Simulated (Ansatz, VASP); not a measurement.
# Two plane-wave programs on ZnS

File INCAR:

```
ALGO     = Normal         # electronic algorithm
EDIFF    = 1E-6           # SCF threshold, eV
ENCUT    = 520            # plane-wave cutoff, eV
GGA      = PE             # functional
ISIF     = 2              # what is computed and relaxed
ISMEAR   = 0              # smearing method
LASPH    = T              # aspherical terms in the spheres
LCHARG   = F              # write CHGCAR
LREAL    = F              # projectors in reciprocal space
LWAVE    = F              # write WAVECAR
NBANDS   = 66             # bands
NELM     = 100            # most SCF steps
PREC     = Accurate       # precision mode
SIGMA    = 0.05           # smearing width, eV
```

File KPOINTS:

```
k-points
0
Gamma
  5 7 3
```

File POSCAR:

```
ZnS
1.0
    5.4431279699      0.0000000000      0.0000000000
    0.0000000000      2.7215639849     -2.7215639849
    0.0000000000      8.3414686501      8.3414686501
Zn S
6 6
Direct
    0.5000000000      0.5000000000      0.0815509770
    0.0000000000      0.0000000000      0.2446855579
    0.5000000000      0.5000000000      0.4078201388
    0.0000000000      0.0000000000      0.5709547198
    0.5000000000      0.5000000000      0.7340893007
    0.0000000000      0.0000000000      0.8972238816
    0.7500000000      0.0000000000      0.4078201388
    0.2500000000      0.5000000000      0.5709547198
    0.7500000000      0.0000000000      0.7340893007
    0.2500000000      0.5000000000      0.8972238816
    0.7500000000      0.0000000000      0.0815509770
    0.2500000000      0.5000000000      0.2446855579
```

Input for Ansatz:

```yaml
crystal:
  lattice:
    - [5.4431279699, 0.0, 0.0]
    - [0.0, 2.7215639849, -2.7215639849]
    - [0.0, 8.3414686501, 8.3414686501]
  atoms:
    - { symbol: Zn, position: [0.5, 0.5, 0.081550977] }
    - { symbol: Zn, position: [0.0, 0.0, 0.2446855579] }
    - { symbol: Zn, position: [0.5, 0.5, 0.4078201388] }
    - { symbol: Zn, position: [0.0, 0.0, 0.5709547198] }
    - { symbol: Zn, position: [0.5, 0.5, 0.7340893007] }
    - { symbol: Zn, position: [0.0, 0.0, 0.8972238816] }
    - { symbol: S, position: [0.75, 0.0, 0.4078201388] }
    - { symbol: S, position: [0.25, 0.5, 0.5709547198] }
    - { symbol: S, position: [0.75, 0.0, 0.7340893007] }
    - { symbol: S, position: [0.25, 0.5, 0.8972238816] }
    - { symbol: S, position: [0.75, 0.0, 0.081550977] }
    - { symbol: S, position: [0.25, 0.5, 0.2446855579] }
basis:
  ecutwfc: 420
kpoints:
  mp_grid: { grid: [5, 7, 3] }
hamiltonian:
  xc: pbe
scf:
  occupations: { method: gaussian, width: 0.05 }
output:
  forces: true
  stress: true
  eigenvalues: true
```

Alike in both runs: task single point; functional PBE; k mesh 5 × 7 × 3; occupations gaussian, width 0.05 eV; no spin polarisation.

|  | VASP | Ansatz |
| --- | --- | --- |
| version | VASP 6.6.1 | Ansatz 0.2.0 |
| potentials or method | VASP PAW PBE potentials, release 64 (Zn, S), cutoff 520 eV | scalar-relativistic, plane waves, PAW |
| valence electrons in the cell | 108 | 108 |

VASP gave:

| Property | Result |
| --- | --- |
| gap on the k mesh at the Fermi level (eV) | 1.90 |
| least direct gap on the mesh (eV) | 1.90 |
| pressure (GPa) | -0.9 |
| traceless stress, the component that is largest in VASP (GPa) | -0.96 |
| rms of the force components (eV/Å) | 0.194 |

**Question.** What did Ansatz give for the same quantities?

**Answer.** gap on the k mesh at the Fermi level (eV): 1.90; least direct gap on the mesh (eV): 1.90; pressure (GPa): -1.0; traceless stress, the component that is largest in VASP (GPa): -0.95; rms of the force components (eV/Å): 0.192.

Atom by atom the forces differ by 0.003 eV/Å (rms over components). With one functional, cell and mesh, what is left measures potentials, basis and numerics.
